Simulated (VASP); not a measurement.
# Cr (R-3m) in VASP: a series of runs

Runs on Cr. Level: PBE. Tasks: relaxation of cell and atoms, single point.

Program: VASP 6.6.1. These are calculated values, not measurements. Logs are shortened: lines on timing, memory, paths and dates and some standing lists are left out, and cuts for length are marked.

**1. The cell of the first run**

The structure is trigonal, space group R-3m (No. 166). Conventional cell: a = 3.242 Å, b = 3.242 Å, c = 9.017 Å, α = 90.00°, β = 90.00°, γ = 120.00°. Cr (site symmetry 3m) has 6 Cr at 2.17 to 2.67 Å within 2.9 Å.

**2. Relaxation of cell and atoms, PBE**

INCAR reads:

```
  PREC = Accurate
  ENCUT = 600
  EDIFF = 1E-6
  ISMEAR = 0
  SIGMA = 0.1
  LREAL = False
  LASPH = True
  NELM = 80
  ALGO = Fast
  ISIF = 3
  LWAVE = False
  LCHARG = False
  GGA = PE
  IBRION = 2
  NSW = 90
  EDIFFG = -0.04
```

KPOINTS reads:

```
regular mesh
0
Gamma
  6 6 6
```

POSCAR reads:

```
Cr
1.0
    1.6208242043      0.9357832907      3.0056241614
   -1.6208242043      0.9357832907      3.0056241614
    0.0000000000     -1.8715665814      3.0056241614
Cr
2
Direct
    0.2275400000      0.2275400000      0.2275400000
    0.7724600000      0.7724600000      0.7724600000
```

Potentials or basis: VASP PAW PBE potentials, release 64 (Cr_pv).

Launch:

```
$ cat potpaw_PBE.64/Cr_pv/POTCAR > POTCAR
$ mpirun -np 1 vasp_std > vasp.out
```

OUTCAR:

```text
PREC = Accurate
   ENCUT = 600
   EDIFF = 1E-6
   ISMEAR = 0
   LREAL = False
   LASPH = True
   NELM = 80
   ISIF = 3
   GGA = PE
   IBRION = 2
   NSW = 90
   EDIFFG = -0.04

 ion  position               nearest neighbor table
   1  0.228  0.228  0.228-   2 2.17   2 2.17   2 2.17   2 2.67   2 2.67   2 2.67
   2  0.772  0.772  0.772-   1 2.17   1 2.17   1 2.17   1 2.67   1 2.67   1 2.67

  LATTYP: Found a trigonal (rhomboedric) cell.
 ALAT       =     3.5406973985
 COS(alpha) =     0.5808936906

  Lattice vectors:

 A1 = (   1.6208242043,   0.9357832907,   3.0056241614)
 A2 = (  -1.6208242043,   0.9357832907,   3.0056241614)
 A3 = (   0.0000000000,  -1.8715665814,   3.0056241614)

Analysis of symmetry for initial positions (statically):
=====================================================================
 Subroutine PRICEL returns:
 Original cell was already a primitive cell.

 Routine SETGRP: Setting up the symmetry group for a
 trigonal (rhombohedral) supercell.

 Subroutine GETGRP returns: Found 12 space group operations
 (whereof 12 operations were pure point group operations)
 out of a pool of 12 trial point group operations.

The static configuration has the point symmetry D_3d.

Analysis of symmetry for dynamics (positions and initial velocities):
=====================================================================
 Subroutine PRICEL returns:
 Original cell was already a primitive cell.

 Routine SETGRP: Setting up the symmetry group for a
 trigonal (rhombohedral) supercell.

 Subroutine GETGRP returns: Found 12 space group operations
 (whereof 12 operations were pure point group operations)
 out of a pool of 12 trial point group operations.

The dynamic configuration has the point symmetry D_3d.

 Subroutine INISYM returns: Found 12 space group operations
 (whereof 12 operations are pure point group operations),
 and found     1 'primitive' translations

----------------------------------------------------------------------------------------

                                     Primitive cell

  volume of cell :      27.3525

  direct lattice vectors                    reciprocal lattice vectors
     1.620824204  0.935783291  3.005624161     0.308485028  0.178103914  0.110903199
    -1.620824204  0.935783291  3.005624161    -0.308485028  0.178103914  0.110903199
     0.000000000 -1.871566581  3.005624161     0.000000000 -0.356207828  0.110903199

  length of vectors
     3.540697399  3.540697399  3.540697399     0.373073098  0.373073098  0.373073098

  position of ions in fractional coordinates (direct lattice)
     0.227540000  0.227540000  0.227540000
     0.772460000  0.772460000  0.772460000

  ion indices of the primitive-cell ions
   primitive index   ion index
                 1           1
                 2           2

----------------------------------------------------------------------------------------

 KPOINTS: regular mesh

Automatic generation of k-mesh.
 Grid dimensions read from file:
 generate k-points for:    6    6    6

 Generating k-lattice:

  Cartesian coordinates                     Fractional coordinates (reciprocal lattice)
     0.051414171  0.029683986  0.018483866     0.166666667  0.000000000  0.000000000
    -0.051414171  0.029683986  0.018483866     0.000000000  0.166666667  0.000000000
     0.000000000 -0.059367971  0.018483866     0.000000000  0.000000000  0.166666667

  Length of vectors
     0.062178850  0.062178850  0.062178850

  Shift w.r.t. Gamma in fractional coordinates (k-lattice)
     0.000000000  0.000000000  0.000000000

 Subroutine IBZKPT returns following result:
 ===========================================

 Found     32 irreducible k-points:

 Following reciprocal coordinates:
            Coordinates               Weight
  0.000000  0.000000  0.000000      1.000000
  0.166667 -0.000000  0.000000      6.000000
  0.333333 -0.000000 -0.000000      6.000000
  0.500000 -0.000000 -0.000000      3.000000
  0.166667  0.166667  0.000000      6.000000
  0.333333  0.166667  0.000000     12.000000
[... 16 lines left out ...]
  0.500000  0.500000  0.166667      6.000000
 -0.333333  0.500000  0.166667     12.000000
 [... further k-points ...]
   k-points           NKPTS =     32   k-points in BZ     NKDIM =     32   number of bands    NBANDS=     16
   number of dos      NEDOS =    301   number of ions     NIONS =      2
   total plane-waves  NPLWV =  21952
   dimension x,y,z NGX =    28 NGY =   28 NGZ =   28
   dimension x,y,z NGXF=    56 NGYF=   56 NGZF=   56
   ions per type =               2
   NGX,Y,Z   is equivalent  to a cutoff of  13.15, 13.15, 13.15 a.u.
   NGXF,Y,Z  is equivalent  to a cutoff of  26.29, 26.29, 26.29 a.u.
 SYSTEM =  unknown system
   PREC   = accura    normal or accurate (medium, high low for compatibility)
   ISTART =      0    job   : 0-new  1-cont  2-samecut
   ICHARG =      2    charge: 1-file 2-atom 10-const
   ISPIN  =      1    spin polarized calculation?
   LNONCOLLINEAR =      F non collinear calculations
   LSORBIT =      F    spin-orbit coupling
   LASPH  =      T    aspherical Exc in radial PAW
   ENCUT  =  600.0 eV  44.10 Ry    6.64 a.u.   7.07  7.07  7.07*2*pi/ulx,y,z
   NELM   =     80;   NELMIN=  2; NELMDL= -5     # of ELM steps
   EDIFF  = 0.1E-05   stopping-criterion for ELM
   LREAL  =      F    real-space projection
   EDIFFG = -.4E-01   stopping-criterion for IOM
   NSW    =     90    number of steps for IOM
   IBRION =      2    ionic relax: 0-MD 1-quasi-New 2-CG
   NFREE  =      1    steps in history (QN), initial steepest desc. (CG)
   ISIF   =      3    stress and relaxation
   ISYM   =      2    0-nonsym 1-usesym 2-fastsym
   POTIM  = 0.5000    time-step for ionic-motion
   TEBEG  =    0.0;   TEEND  =   0.0 temperature during run
   PSTRESS=    0.0 pullay stress
   NELECT =      24.0000    total number of electrons
   NUPDOWN=      -1.0000    fix difference up-down
   EMIN   =  10.00;   EMAX   =-10.00  energy-range for DOS
   EFERMI =   0.00;   METHOD = LEGACY
   ISMEAR =     0;   SIGMA  =   0.10  broadening in eV -4-tet -1-fermi 0-gaus
   EFERMI_NEDOS =   21; number of points for ismear=-14 and -15
   IALGO  =     68    algorithm
   IMIX   =      4    mixing-type and parameters
     AMIX     =   0.40;   BMIX     =  1.00
     AMIX_MAG =   1.60;   BMIX_MAG =  1.00
  volume/ion in A,a.u.               =      13.68        92.29
  Fermi-wavevector in a.u.,A,eV,Ry     =   1.567279  2.961727 33.420837  2.456362
  Thomas-Fermi vector in A             =   2.669482
   LORBIT       =      0    0 simple, 1 ext, 2 COOP (PROOUT), +10 PAW based schemes
   GGA     = PE    functional components
   LHFCALC =     F    Hartree Fock is set to
   AEXX    =    0.0000 exact exchange contribution
   IVDW    =     0    specifies the selected vdW correction
   LEPSILON=     F    determine dielectric tensor
   LRPA    =     F    only Hartree local field effects (RPA)
 conjugate gradient relaxation of ions
 non-spin polarized calculation
 RMM-DIIS sequential band-by-band and
 Gauss-broadening in eV      SIGMA  =   0.10
  energy-cutoff  :      600.00
  volume of cell :       27.35
 maximum number of plane-waves:       931
   NGX = 15   NGY = 15   NGZ = 15

--------------------------------------- Ionic step        1  -------------------------------------------

 number of electron      24.0000001 magnetization

 Free energy of the ion-electron system (eV)
  ---------------------------------------------------
  ext. energy  EPLUGINS =         0.00000000
  ---------------------------------------------------
  free energy    TOTEN  =       -16.67642721 eV

  energy without entropy =      -16.66076395  energy(sigma->0) =      -16.66859558

------------------------ aborting loop because EDIFF is reached ----------------------------------------

  FORCE on cell =-STRESS in cart. coord.  units (eV):
  Direction    XX          YY          ZZ          XY          YZ          ZX
  --------------------------------------------------------------------------------------
  -------------------------------------------------------------------------------------
  Total       -1.0390911     -1.0390911      1.4686697     -0.0000000      0.0000000      0.0000000
  in kB      -60.8649269    -60.8649269     86.0275582     -0.0000000      0.0000000      0.0000000
  external PRESSURE =     -11.9007652 kB  Pullay stress =       0.0000000 kB
[... 89 lines left out ...]
  FREE ENERGIE OF THE ION-ELECTRON SYSTEM (eV)
  ---------------------------------------------------
  free  energy   TOTEN  =       -17.4767233097 eV

  energy  without entropy=      -17.4634553048  energy(sigma->0) =      -17.47008931

 E-fermi :   9.2628     XC(G=0): -12.7837

 val. band max:        9.2512505899   @ k =   0.5000   0.3333   0.1667
 cond. band min:       9.4319564932   @ k =   0.5000   0.1667  -0.0000
 fundamental gap:      0.1807059033
 Fermi energy:         9.2627759145

 k-point     1 :       0.0000    0.0000    0.0000
  band No.  band energies     occupation
      1     -34.2100      2.00000
      2     -33.9482      2.00000
      3     -33.9482      2.00000
      4     -33.4515      2.00000
      5     -33.4515      2.00000
      6     -33.3146      2.00000
[... 433 lines left out ...]
      3     -33.9709      2.00000
      4     -33.5232      2.00000
      5     -33.3256      2.00000
      6     -33.3029      2.00000
[... 8 lines left out ...]
     15      10.5458      0.00000
     16      11.0003      0.00000

 [... further k-points ...]

[... ionic steps 4 to 17 ...]

--------------------------------------- Ionic step       18  -------------------------------------------

 number of electron      23.9999999 magnetization

------------------------ aborting loop because EDIFF is reached ----------------------------------------
[... 67 lines left out ...]
--------------------------------------- Ionic step       20  -------------------------------------------

 number of electron      23.9999999 magnetization

 Free energy of the ion-electron system (eV)
  ---------------------------------------------------
  ext. energy  EPLUGINS =         0.00000000
  ---------------------------------------------------
  free energy    TOTEN  =       -18.36536013 eV

  energy without entropy =      -18.35613864  energy(sigma->0) =      -18.36074939

 E-fermi :  10.6685     XC(G=0): -13.4997

 val. band max:       10.5816919077   @ k =   0.5000   0.3333   0.3333
 cond. band min:      10.6935659447   @ k =   0.5000   0.5000   0.3333
 fundamental gap:      0.1118740370
 Fermi energy:        10.6684936035

 k-point     1 :       0.0000    0.0000    0.0000
  band No.  band energies     occupation
      1     -32.9275      2.00000
      2     -32.2589      2.00000
      3     -32.2589      2.00000
      4     -32.0195      2.00000
      5     -32.0195      2.00000
      6     -31.8068      2.00000
[... 433 lines left out ...]
      3     -32.4081      2.00000
      4     -32.1730      2.00000
      5     -32.0538      2.00000
      6     -31.9968      2.00000
[... 8 lines left out ...]
     15      12.8164      0.00000
     16      12.9289      0.00000

 [... further k-points ...]

------------------------ aborting loop because EDIFF is reached ----------------------------------------

  FORCE on cell =-STRESS in cart. coord.  units (eV):
  Direction    XX          YY          ZZ          XY          YZ          ZX
  --------------------------------------------------------------------------------------
  -------------------------------------------------------------------------------------
  Total        0.0732521      0.0732521      0.0421422     -0.0000000      0.0000000      0.0000000
  in kB        4.9588774      4.9588774      2.8528612     -0.0000000      0.0000000      0.0000000
  external PRESSURE =       4.2568720 kB  Pullay stress =       0.0000000 kB
[... 17 lines left out ...]
  FREE ENERGIE OF THE ION-ELECTRON SYSTEM (eV)
  ---------------------------------------------------
  free  energy   TOTEN  =       -18.3653601308 eV

  energy  without entropy=      -18.3561386414  energy(sigma->0) =      -18.36074939

 reached required accuracy - stopping structural energy minimisation
```

It took 5.2 min on 1 thread of Intel Xeon Platinum 8488C (Sapphire Rapids), shared host; peak memory 0.17 GiB.

What came out:

```yaml
Free_energy: -18.3654 eV
Relaxed_volume: 11.83 Å³/atom
Relaxed_cell: a = 4.062 Å, b = 4.062 Å, c = 4.062 Å, α = 38.81°, β = 38.81°, γ = 38.81°
Space_group_after_relaxing_to_0.05_Å: R-3m (No. 166)
Energy_gained_by_relaxing: 844.5 meV/atom
Ionic_steps: 20
Pressure_after_relaxing: 0.4 GPa
Band_gap_on_the_k_mesh: zero (band 12 reaches 11.02 eV, above the bottom of band 13 at 10.18 eV)
```

Forces on the atoms (eV/Å):
```
Cr   0.000  0.000  0.002
Cr   0.000  0.000 -0.002
```

The path:
| step | energy change (eV) | largest force (eV/Å) | pressure (GPa) | volume (Å³) |
| --- | --- | --- | --- | --- |
| 1 | 0.0000 | 2.9601 | -1.19 | 27.35 |
| 2 | -0.6382 | 0.4235 | -11.31 | 26.92 |
| 3 | -0.8003 | 0.0353 | -11.98 | 26.61 |
| 4 | -0.4241 | 4.1129 | 6.74 | 25.92 |
| 5 | -0.8367 | 0.5475 | -10.74 | 26.49 |
| 6 | -1.0816 | 3.1382 | 22.15 | 22.97 |
| 7 | -1.1329 | 2.2086 | 10.12 | 23.90 |
| 8 | -1.4714 | 1.9550 | 10.31 | 23.43 |
| 9 | -1.4921 | 1.6170 | 12.72 | 23.00 |
| 10 | -1.5241 | 1.6214 | 11.54 | 23.16 |
| 11 | -1.6291 | 0.6451 | -5.83 | 24.58 |
| 12 | -1.6291 | 0.6631 | -5.63 | 24.55 |
| 13 | -1.6666 | 0.4114 | -2.98 | 24.11 |
| 14 | -1.6827 | 0.1177 | 1.91 | 23.55 |
| 15 | -1.6828 | 0.1395 | 1.47 | 23.59 |
| 16 | -1.6881 | 0.0469 | 0.01 | 23.70 |
| 17 | -1.6887 | 0.0175 | -0.59 | 23.75 |
| 18 | -1.6888 | 0.0115 | -0.64 | 23.76 |
| 19 | -1.6888 | 0.0101 | -0.63 | 23.76 |
| 20 | -1.6889 | 0.0020 | 0.43 | 23.67 |

Final structure:
```xyz
2
Lattice="1.3496 0.7792 3.7510 -1.3496 0.7792 3.7510 0.0000 -1.5584 3.7510" Properties=species:S:1:pos:R:3 pbc="T T T"
Cr    0.0000    0.0000    2.8133
Cr    0.0000    0.0000    8.4398
```

Levels at points of the mesh, in eV from the Fermi level:
```tsv
k point	band 8	band 9	band 10	band 11	band 12	band 13	band 14	band 15	band 16
(0.00, 0.00, 0.00)	-4.22	-1.53	-1.53	-1.30	-1.30	0.54	1.29	1.29	2.71
(0.50, 0.00, 0.00)	-3.29	-2.23	-2.23	-0.79	-0.79	0.17	0.17	1.84	1.84
(0.50, 0.50, 0.00)	-4.15	-3.52	-1.66	0.03	0.35	1.66	1.94	2.40	2.41
(0.50, 0.50, 0.50)	-5.17	-0.59	-0.59	-0.48	-0.48	-0.48	-0.48	0.76	0.76
```

Caveat: the k points lie up to 0.46 Å⁻¹ apart in the final cell; the run has no spin polarisation, though such a crystal can be magnetic. Spin polarisation is off, so any magnetic state and its effect on volume and gap are missing.

**3. Single point, PBE**

This run uses another cell than the first one: it holds 1 atom, not 2.

INCAR reads:

```
PREC = Accurate
ENCUT = 520
EDIFF = 1E-7
ISMEAR = 0
SIGMA = 0.1
LREAL = False
LASPH = True
NELM = 100
ALGO = Fast
ISIF = 2
LWAVE = False
LCHARG = False
GGA = PE
NBANDS = 12
```

KPOINTS reads:

```
regular mesh
0
Gamma
  27 27 27
```

POSCAR reads:

```
Cr
1.0
    1.3515496647      0.7803175627      1.8830065864
   -1.3515496647      0.7803175627      1.8830065864
    0.0000000000     -1.5606351255      1.8830065864
Cr
1
Direct
    0.5000000000      0.5000000000      0.5000000000
```

Potentials or basis: VASP PAW PBE potentials, release 64 (Cr_pv).

Launch:

```
$ cat potpaw_PBE.64/Cr_pv/POTCAR > POTCAR
$ mpirun -np 1 vasp_std > vasp.out
```

Wall time 2.1 min (1 thread of Intel Xeon Platinum 8488C (Sapphire Rapids), shared host); peak memory 0.35 GiB.

The run converged. Its results:

- Free energy: -9.1790 eV
- Pressure: -0.4 GPa
- Band gap on the k mesh: zero (band 6 reaches 12.47 eV, above the bottom of band 7 at 9.83 eV)

Stress tensor (GPa, compression positive):
```
-0.30  0.00  0.00
 0.00 -0.30  0.00
 0.00  0.00 -0.71
```

Levels at points of the mesh, in eV from the Fermi level:
```
           k point  band 3  band 4  band 5  band 6  band 7  band 8  band 9  band 10
(0.00, 0.00, 0.00)  -42.42   -7.62   -1.41   -1.41    0.60    1.36    1.36     7.33
```

Caveat: the run has no spin polarisation, though such a crystal can be magnetic. Spin polarisation is off, so any magnetic state and its effect on volume and gap are missing.

**4. Relaxation of cell and atoms, PBE**

This run uses another cell than the first one: it holds 1 atom, not 2.

INCAR reads:

```
SYSTEM = Cr
PREC = Accurate
ENCUT = 600
EDIFF = 1E-7
ISMEAR = 0
SIGMA = 0.1
LREAL = .FALSE.
LASPH = .TRUE.
NELM = 80
ALGO = Fast
ISIF = 3
LWAVE = .FALSE.
LCHARG = .FALSE.
GGA = PE
IBRION = 2
NSW = 100
EDIFFG = -0.01
```

KPOINTS reads:

```
regular mesh
0
G
  27 27 27
  0 0 0
```

POSCAR is that of step 3.

Launch:

```
$ cat potpaw_PBE.64/Cr_pv/POTCAR > POTCAR
$ mpirun -np 1 vasp_std > vasp.out
```

Wall time 11 min (1 thread of Oxide Virtual Turin-like, shared host); peak memory 0.35 GiB.

The run converged. Its results:

```yaml
Free_energy: -9.1789 eV
Relaxed_volume: 11.89 Å³/atom
Relaxed_cell: a = 2.444 Å, b = 2.444 Å, c = 2.444 Å, α = 67.12°, β = 67.12°, γ = 67.12°
Space_group_after_relaxing_to_0.05_Å: R-3m (No. 166)
Energy_gained_by_relaxing: 0.0 meV/atom
Ionic_steps: 3
Pressure_after_relaxing: 0.0 GPa
Band_gap_on_the_k_mesh: zero (band 6 reaches 12.50 eV, above the bottom of band 7 at 9.85 eV)
```

Stress tensor (GPa, compression positive):
```
 0.11  0.00  0.00
 0.00  0.11  0.00
 0.00  0.00 -0.12
```

Final structure:
```cif
data_structure
_symmetry_space_group_name_H-M 'P 1'
_symmetry_Int_Tables_number 1
_cell_length_a 2.4436
_cell_length_b 2.4436
_cell_length_c 2.4436
_cell_angle_alpha 67.122
_cell_angle_beta 67.122
_cell_angle_gamma 67.122
_cell_volume 11.89
loop_
_atom_site_label
_atom_site_type_symbol
_atom_site_fract_x
_atom_site_fract_y
_atom_site_fract_z
_atom_site_occupancy
Cr1 Cr 0.50000 0.50000 0.50000 1
```

Levels at points of the mesh, in eV from the Fermi level:
```
           k point  band 2  band 3  band 4  band 5  band 6  band 7  band 8  band 9  band 10
(0.00, 0.00, 0.00)  -42.61  -42.42   -7.63   -1.42   -1.42    0.60    1.36    1.36     7.34
```

Caveat: the run has no spin polarisation, though such a crystal can be magnetic. Spin polarisation is off, so any magnetic state and its effect on volume and gap are missing.

**5. Overview**

| task | cell | k mesh | cutoff (eV) | gap on the mesh (eV) | pressure (GPa) | relaxed volume (Å³/atom) |
| --- | --- | --- | --- | --- | --- | --- |
| relaxation of cell and atoms | relaxed from a = 3.541 Å, angles 54.5°, 2 atoms | 6 × 6 × 6 | 600 | none | 0.4 | 11.83 |
| single point | a = 2.446 Å, angles 67.1°, 1 atom | 27 × 27 × 27 | 520 | none | -0.4 | - |
| relaxation of cell and atoms | relaxed from a = 2.446 Å, angles 67.1°, 1 atom | 27 × 27 × 27 | 600 | none | 0.0 | 11.89 |

Alike in all rows: level PBE; potentials or basis VASP PAW PBE potentials, release 64 (Cr_pv); no spin polarisation; smearing gaussian 0.1 eV.

Caveats: some runs use coarse meshes; the run has no spin polarisation, though such a crystal can be magnetic.

Total energies depend on the potentials used, so only differences within one code and one set of settings carry meaning.
